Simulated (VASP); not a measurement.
# Tl in VASP: settings compared

The runs below take Tl through single point, with LDA, PBEsol.

Program: VASP 6.6.1. These are calculated values, not measurements. Logs are shortened: lines on timing, memory, paths and dates and some standing lists are left out, and cuts for length are marked.

**1. The cell of the first run**

The cell holds a slab with vacuum, 6 atoms: a = 3.407 Å, b = 3.407 Å, c = 29.573 Å, α = 90.00°, β = 90.00°, γ = 60.00°.

**2. Single point, LDA**

Input file INCAR:

```
  PREC = Accurate
  ENCUT = 520
  EDIFF = 1E-7
  ISMEAR = 1
  SIGMA = 0.1
  LREAL = F
  LASPH = T
  NELM = 80
  ALGO = Normal
  ISIF = 2
  LWAVE = F
  LCHARG = F
  LDIPOL = T
  IDIPOL = 3
  DIPOL = 0.5 0.5 0.500
  NBANDS = 48
```

Input file KPOINTS:

```
regular mesh
0
Gamma
  11 11 1
```

Input file POSCAR:

```
Tl
1.0
    3.4070116142      0.0000000000      0.0000000000
    1.7035058071      2.9505586089      0.0000000000
    0.0000000000      0.0000000000     29.5727064790
Tl
6
Direct
    0.6666666667      0.6666666667      0.2739547684
    0.0000000000      0.0000000000      0.3644955096
    0.6666666667      0.6666666667      0.4547098091
    0.0000000000      0.0000000000      0.5452901942
    0.6666666667      0.6666666667      0.6355044900
    0.0000000000      0.0000000000      0.7260452287
```

Potentials or basis: VASP PAW LDA potentials, release 64 (Tl_d).

The run is started by

```console
> cat potpaw_LDA.64/Tl_d/POTCAR > POTCAR
> mpirun -np 1 vasp_std > vasp.out
```

OUTCAR:

```text
PREC = Accurate
   ENCUT = 520
   EDIFF = 1E-7
   ISMEAR = 1
   LREAL = F
   LASPH = T
   NELM = 80
   ISIF = 2

 ion  position               nearest neighbor table
   1  0.667  0.667  0.274-   2 3.32   2 3.32   2 3.32
   2  0.000  0.000  0.364-   3 3.31   3 3.31   3 3.31   1 3.32   1 3.32   1 3.32
   3  0.667  0.667  0.455-   2 3.31   2 3.31   2 3.31   4 3.32   4 3.32   4 3.32
   4  0.000  0.000  0.545-   5 3.31   5 3.31   5 3.31   3 3.32   3 3.32   3 3.32
   5  0.667  0.667  0.636-   4 3.31   4 3.31   4 3.31   6 3.32   6 3.32   6 3.32
   6  0.000  0.000  0.726-   5 3.32   5 3.32   5 3.32

  LATTYP: Found a hexagonal cell.
 ALAT       =     3.4070116142
 C/A-ratio  =     8.6799547015

  Lattice vectors:

 A1 = (  -1.7035058071,  -2.9505586089,   0.0000000000)
 A2 = (   3.4070116142,   0.0000000000,   0.0000000000)
 A3 = (   0.0000000000,   0.0000000000,  29.5727064790)

Analysis of symmetry for initial positions (statically):
=====================================================================
 Subroutine PRICEL returns:
 Original cell was already a primitive cell.

 Routine SETGRP: Setting up the symmetry group for a
 hexagonal supercell.

 Subroutine GETGRP returns: Found 12 space group operations
 (whereof  6 operations were pure point group operations)
 out of a pool of 24 trial point group operations.

The static configuration has the point symmetry C_3v.
 The point group associated with its full space group is D_3d.

Analysis of symmetry for dynamics (positions and initial velocities):
=====================================================================
 Subroutine PRICEL returns:
 Original cell was already a primitive cell.

 Routine SETGRP: Setting up the symmetry group for a
 hexagonal supercell.

 Subroutine GETGRP returns: Found 12 space group operations
 (whereof  6 operations were pure point group operations)
 out of a pool of 24 trial point group operations.

The dynamic configuration has the point symmetry C_3v.
 The point group associated with its full space group is D_3d.

 Subroutine INISYM returns: Found 12 space group operations
 (whereof  6 operations are pure point group operations),
 and found     1 'primitive' translations

----------------------------------------------------------------------------------------

                                     Primitive cell

  volume of cell :     297.2822

  direct lattice vectors                    reciprocal lattice vectors
     3.407011614  0.000000000  0.000000000     0.293512354 -0.169459437  0.000000000
     1.703505807  2.950558609  0.000000000     0.000000000  0.338918874  0.000000000
     0.000000000  0.000000000 29.572706479     0.000000000  0.000000000  0.033814964

  length of vectors
     3.407011614  3.407011614 29.572706479     0.338918874  0.338918874  0.033814964

  position of ions in fractional coordinates (direct lattice)
     0.666666667  0.666666667  0.273954768
     0.000000000  0.000000000  0.364495510
     0.666666667  0.666666667  0.454709809
     0.000000000  0.000000000  0.545290194
     0.666666667  0.666666667  0.635504490
     0.000000000  0.000000000  0.726045229

  ion indices of the primitive-cell ions
   primitive index   ion index
                 1           1
                 2           2
                 3           3
                 4           4
                 5           5
                 6           6

----------------------------------------------------------------------------------------

 KPOINTS: regular mesh

Automatic generation of k-mesh.
 Grid dimensions read from file:
 generate k-points for:   11   11    1

 Generating k-lattice:

  Cartesian coordinates                     Fractional coordinates (reciprocal lattice)
     0.026682941 -0.015405403  0.000000000     0.090909091  0.000000000  0.000000000
     0.000000000  0.030810807  0.000000000     0.000000000  0.090909091  0.000000000
     0.000000000  0.000000000  0.033814964     0.000000000  0.000000000  1.000000000

  Length of vectors
     0.030810807  0.030810807  0.033814964

  Shift w.r.t. Gamma in fractional coordinates (k-lattice)
     0.000000000  0.000000000  0.000000000

 Subroutine IBZKPT returns following result:
 ===========================================

 Found     16 irreducible k-points:

 Following reciprocal coordinates:
            Coordinates               Weight
  0.000000  0.000000  0.000000      1.000000
  0.090909 -0.000000  0.000000      6.000000
  0.181818  0.000000  0.000000      6.000000
  0.272727 -0.000000  0.000000      6.000000
  0.363636 -0.000000  0.000000      6.000000
  0.454545  0.000000  0.000000      6.000000
[... 8 lines left out ...]
 -0.454545  0.272727  0.000000      6.000000
 -0.363636  0.272727  0.000000      6.000000
   k-points           NKPTS =     16   k-points in BZ     NKDIM =     16   number of bands    NBANDS=     48
   number of dos      NEDOS =    301   number of ions     NIONS =      6
   total plane-waves  NPLWV = 175616
   dimension x,y,z NGX =    28 NGY =   28 NGZ =  224
   dimension x,y,z NGXF=    56 NGYF=   56 NGZF=  448
   ions per type =               6
   NGX,Y,Z   is equivalent  to a cutoff of  13.66, 13.66, 12.59 a.u.
   NGXF,Y,Z  is equivalent  to a cutoff of  27.33, 27.33, 25.18 a.u.
 SYSTEM =  unknown system
   PREC   = accura    normal or accurate (medium, high low for compatibility)
   ISTART =      0    job   : 0-new  1-cont  2-samecut
   ICHARG =      2    charge: 1-file 2-atom 10-const
   ISPIN  =      1    spin polarized calculation?
   LNONCOLLINEAR =      F non collinear calculations
   LSORBIT =      F    spin-orbit coupling
   LASPH  =      T    aspherical Exc in radial PAW
   ENCUT  =  520.0 eV  38.22 Ry    6.18 a.u.   6.33  6.33 54.99*2*pi/ulx,y,z
   NELM   =     80;   NELMIN=  2; NELMDL= -5     # of ELM steps
   EDIFF  = 0.1E-06   stopping-criterion for ELM
   LREAL  =      F    real-space projection
   EDIFFG = 0.1E-05   stopping-criterion for IOM
   NSW    =      0    number of steps for IOM
   IBRION =     -1    ionic relax: 0-MD 1-quasi-New 2-CG
   NFREE  =      0    steps in history (QN), initial steepest desc. (CG)
   ISIF   =      2    stress and relaxation
   ISYM   =      2    0-nonsym 1-usesym 2-fastsym
   POTIM  = 0.5000    time-step for ionic-motion
   TEBEG  =    0.0;   TEEND  =   0.0 temperature during run
   PSTRESS=    0.0 pullay stress
   NELECT =      78.0000    total number of electrons
   NUPDOWN=      -1.0000    fix difference up-down
   EMIN   =  10.00;   EMAX   =-10.00  energy-range for DOS
   EFERMI =   0.00;   METHOD = LEGACY
   ISMEAR =     1;   SIGMA  =   0.10  broadening in eV -4-tet -1-fermi 0-gaus
   EFERMI_NEDOS =   21; number of points for ismear=-14 and -15
   IALGO  =     38    algorithm
   IMIX   =      4    mixing-type and parameters
     AMIX     =   0.40;   BMIX     =  1.00
     AMIX_MAG =   1.60;   BMIX_MAG =  1.00
  volume/ion in A,a.u.               =      49.55       334.36
  Fermi-wavevector in a.u.,A,eV,Ry     =   1.048053  1.980534 14.944854  1.098416
  Thomas-Fermi vector in A             =   2.182959
   LORBIT       =      0    0 simple, 1 ext, 2 COOP (PROOUT), +10 PAW based schemes
   GGA     = CA    functional components
   LHFCALC =     F    Hartree Fock is set to
   AEXX    =    0.0000 exact exchange contribution
   IVDW    =     0    specifies the selected vdW correction
   LEPSILON=     F    determine dielectric tensor
   LRPA    =     F    only Hartree local field effects (RPA)
 non-spin polarized calculation
 Methfessel and Paxton  Order N= 1 SIGMA  =   0.10
  energy-cutoff  :      520.00
  volume of cell :      297.28
 maximum number of plane-waves:      8053
 NGX is ok and might be reduce to    28
   NGX = 13   NGY = 13   NGZ =109

 dipolmoment           0.000000      0.000000      0.000000 electrons x Angstroem

 number of electron      77.9999996 magnetization

 dipolmoment           0.000000      0.000000     -0.000001 electrons x Angstroem

 Free energy of the ion-electron system (eV)
  ---------------------------------------------------
  ext. energy  EPLUGINS =         0.00000000
  ---------------------------------------------------
  free energy    TOTEN  =       -17.06253274 eV

  energy without entropy =      -17.06448769  energy(sigma->0) =      -17.06318439

 E-fermi :   1.9664     XC(G=0):  -6.4102

 val. band max:        1.9626767393   @ k =  -0.4545   0.2727   0.0000
 cond. band min:       2.0794902858   @ k =   0.2727   0.0909   0.0000
 fundamental gap:      0.1168135465
 Fermi energy:         1.9664065612

 k-point     1 :       0.0000    0.0000    0.0000
  band No.  band energies     occupation
      1      -9.8954      2.00000
      2      -9.8566      2.00000
      3      -9.7720      2.00000
      4      -9.6993      2.00000
      5      -9.6411      2.00000
      6      -9.6411      2.00000
[... 40 lines left out ...]
     47      10.2179      0.00000
     48      10.5765      0.00000

 k-point     2 :       0.0909   -0.0000    0.0000
  band No.  band energies     occupation
      1      -9.8645      2.00000
      2      -9.8287      2.00000
      3      -9.7502      2.00000
      4      -9.6867      2.00000
      5      -9.6502      2.00000
      6      -9.6423      2.00000
[... 40 lines left out ...]
     47       8.8754      0.00000
     48       9.5025      0.00000

 k-point     3 :       0.1818    0.0000    0.0000
  band No.  band energies     occupation
      1      -9.8388      2.00000
      2      -9.8151      2.00000
      3      -9.7606      2.00000
      4      -9.7096      2.00000
      5      -9.6673      2.00000
      6      -9.6543      2.00000
[... 652 lines left out ...]
     47       4.4869      0.00000
     48       4.9530      0.00000

 k-point    16 :      -0.3636    0.2727    0.0000
  band No.  band energies     occupation
      1      -9.8981      2.00000
      2      -9.8280      2.00000
      3      -9.8058      2.00000
      4      -9.7845      2.00000
      5      -9.7435      2.00000
      6      -9.7335      2.00000
[... 40 lines left out ...]
     47       4.1824      0.00000
     48       4.9647      0.00000

------------------------ aborting loop because EDIFF is reached ----------------------------------------

 vacuum level on the upper side and lower side of the slab       (xc-potential included)        -0.098        -0.098

  FORCE on cell =-STRESS in cart. coord.  units (eV):
  Direction    XX          YY          ZZ          XY          YZ          ZX
  --------------------------------------------------------------------------------------
  -------------------------------------------------------------------------------------
  Total       -0.5416080     -0.5416080      0.1496973      0.0000000     -0.0000000      0.0000000
  in kB       -2.9189502     -2.9189502      0.8067807      0.0000000     -0.0000000      0.0000000
  external PRESSURE =      -1.6770399 kB  Pullay stress =       0.0000000 kB

 VOLUME and BASIS-vectors are now :
 -----------------------------------------------------------------------------
  energy-cutoff  :      520.00
  volume of cell :      297.28
      direct lattice vectors                 reciprocal lattice vectors
     3.407011614  0.000000000  0.000000000     0.293512354 -0.169459437  0.000000000
     1.703505807  2.950558609  0.000000000     0.000000000  0.338918874  0.000000000
     0.000000000  0.000000000 29.572706479     0.000000000  0.000000000  0.033814964

 POSITION                                       TOTAL-FORCE (eV/Angst)
 -----------------------------------------------------------------------------------
      3.40701      1.96704      8.10158         0.000000      0.000000     -0.015269
      0.00000      0.00000     10.77912        -0.000000     -0.000000     -0.002684
      3.40701      1.96704     13.44700         0.000000     -0.000000     -0.002408
      0.00000      0.00000     16.12571        -0.000000      0.000000      0.002408
      3.40701      1.96704     18.79359         0.000000      0.000000      0.002684
      0.00000      0.00000     21.47112        -0.000000     -0.000000      0.015269
 -----------------------------------------------------------------------------------
    total drift:                                0.000000      0.000000     -0.000063

  FREE ENERGIE OF THE ION-ELECTRON SYSTEM (eV)
  ---------------------------------------------------
  free  energy   TOTEN  =       -17.0625327356 eV

  energy  without entropy=      -17.0644876916  energy(sigma->0) =      -17.06318439

 vacuum level on the upper side and lower side of the slab         5.855         5.855
```

Run time: 3.1 min. Hardware: 1 thread of Intel Xeon 6975P-C (Granite Rapids), shared host; peak memory 0.4 GiB.

What came out:

| Quantity | Value |
| --- | --- |
| Free energy | -17.0625 eV |
| Largest force | 0.015 eV/Å |
| Band gap on the k mesh | zero (bands 39 and 40 overlap by 2.90 eV) |

Forces on the atoms (eV/Å):
```
Tl   0.000  0.000 -0.015
Tl   0.000  0.000 -0.003
Tl   0.000  0.000 -0.002
Tl   0.000  0.000  0.002
Tl   0.000  0.000  0.003
Tl   0.000  0.000  0.015
```

Caveat: spin-orbit coupling is left out, which moves the levels of the heavy elements.

**3. Single point, PBEsol**

This run uses another cell than the first one.

Input file INCAR:

```
ALGO = Normal
DIPOL = 0.5 0.5 0.500
EDIFF = 1E-6
ENCUT = 520
GGA = PS
IDIPOL = 3
ISIF = 2
ISMEAR = 1
LASPH = T
LCHARG = F
LDIPOL = T
LREAL = F
LWAVE = F
NBANDS = 48
NELM = 60
PREC = Accurate
SIGMA = 0.1
```

Input file KPOINTS:

```
k-points
0
Gamma
  11 11 1
```

Input file POSCAR:

```
Tl
1.0
    3.4617901980      0.0000000000      0.0000000000
    1.7308950990      2.9979982540      0.0000000000
    0.0000000000      0.0000000000     29.7797228180
Tl
6
Direct
    0.6666666667      0.6666666667      0.2721189012
    0.0000000000      0.0000000000      0.3635171318
    0.6666666667      0.6666666667      0.4544094350
    0.0000000000      0.0000000000      0.5455905704
    0.6666666667      0.6666666667      0.6364828656
    0.0000000000      0.0000000000      0.7278810959
```

Potentials or basis: VASP PAW PBE potentials, release 64 (Tl_d).

The run is started by

```console
> cat potpaw_PBE.64/Tl_d/POTCAR > POTCAR
> mpirun -np 1 vasp_std > vasp.out
```

Run time: 3.5 min. Hardware: 1 thread of Intel Xeon 6975P-C (Granite Rapids), shared host; peak memory 0.48 GiB.

It converged, with:

* Free energy: -15.3169 eV
* Largest force: 0.011 eV/Å
* Band gap on the k mesh: zero (bands 39 and 40 overlap by 2.80 eV)

Forces in eV/Å, atoms in the order of the input:
```
Tl   0.000  0.000 -0.011
Tl   0.000  0.000  0.002
Tl   0.000  0.000  0.000
Tl   0.000  0.000  0.000
Tl   0.000  0.000 -0.002
Tl   0.000  0.000  0.011
```

Levels at points of the mesh, in eV from the Fermi level:
```tsv
k point	band 35	band 36	band 37	band 38	band 39	band 40	band 41	band 42
(0.00, 0.00, 0.00)	-6.80	-5.55	-2.32	-0.85	1.02	2.74	3.42	4.26
```

Caveat: the PAW data sets were made with another functional, which shifts forces and pressure a little; spin-orbit coupling is left out, which moves the levels of the heavy elements.

(Part 1 of 2 ends here.)

The gap in the log of VASP goes by the Fermi energy; the results here count the filled bands.